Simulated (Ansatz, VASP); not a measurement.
**One calculation of MgO, two programs**

Contents of INCAR:

```
PREC = Accurate
ENCUT = 520
EDIFF = 1E-6
ISMEAR = 0
SIGMA = 0.05
LREAL = F
LASPH = T
NELM = 60
ALGO = Normal
ISIF = 2
LWAVE = F
LCHARG = F
GGA = PE
NBANDS = 11
```

Contents of KPOINTS:

```
regular mesh
0
Gamma
  10 10 10
```

The input POSCAR:

```
MgO
1.0
    0.0000000000      2.1351500000      2.1351500000
    2.1351500000      0.0000000000      2.1351500000
    2.1351500000      2.1351500000      0.0000000000
Mg O
1 1
Direct
   -0.0175631689     -0.0175631689      0.0175631689
    0.5000000000      0.5000000000      0.5000000000
```

Input for Ansatz:

```yaml
crystal:
  lattice:
    - [0.0, 2.13515, 2.13515]
    - [2.13515, 0.0, 2.13515]
    - [2.13515, 2.13515, 0.0]
  atoms:
    - { symbol: Mg, position: [-0.0175631689, -0.0175631689, 0.0175631689] }
    - { symbol: O, position: [0.5, 0.5, 0.5] }
basis:
  ecutwfc: 420
kpoints:
  mp_grid: { grid: [10, 10, 10] }
hamiltonian:
  xc: pbe
scf:
  occupations: { method: gaussian, width: 0.05 }
output:
  forces: true
  stress: true
  eigenvalues: true
```

Change from the starting cell: all Mg atoms moved +0.075 Å, as atom 1 towards its neighbour atom 2 (O) at 2.135 Å.

Alike in both runs: task single point; functional PBE; k mesh 10 × 10 × 10; occupations gaussian, width 0.05 eV; no spin polarisation.

|  | VASP | Ansatz |
| --- | --- | --- |
| version | VASP 6.6.1 | Ansatz 0.2.0 |
| potentials or method | VASP PAW PBE potentials, release 64 (Mg, O), cutoff 520 eV | scalar-relativistic, plane waves, PAW |
| valence electrons in the cell | 8 | 16 |

VASP gave:

```
gap on the k mesh at the Fermi level (eV)                     : 4.33
least direct gap on the mesh (eV)                             : 4.33
pressure (GPa)                                                : -2.0
traceless stress, the component that is largest in VASP (GPa) : 1.16
rms of the force components (eV/Å)                            : 0.204
```

Task: Estimate Ansatz's values.

Result: gap on the k mesh at the Fermi level (eV): 4.35; least direct gap on the mesh (eV): 4.35; pressure (GPa): -1.2; traceless stress, the component that is largest in VASP (GPa): 1.15; rms of the force components (eV/Å): 0.201.

Atom by atom the forces differ by 0.003 eV/Å (rms over components). With one functional, cell and mesh, what is left measures potentials, basis and numerics. VASP's potentials hold 8 valence electrons a cell and Ansatz's 16, so a difference there can come from the potentials and not from the codes.
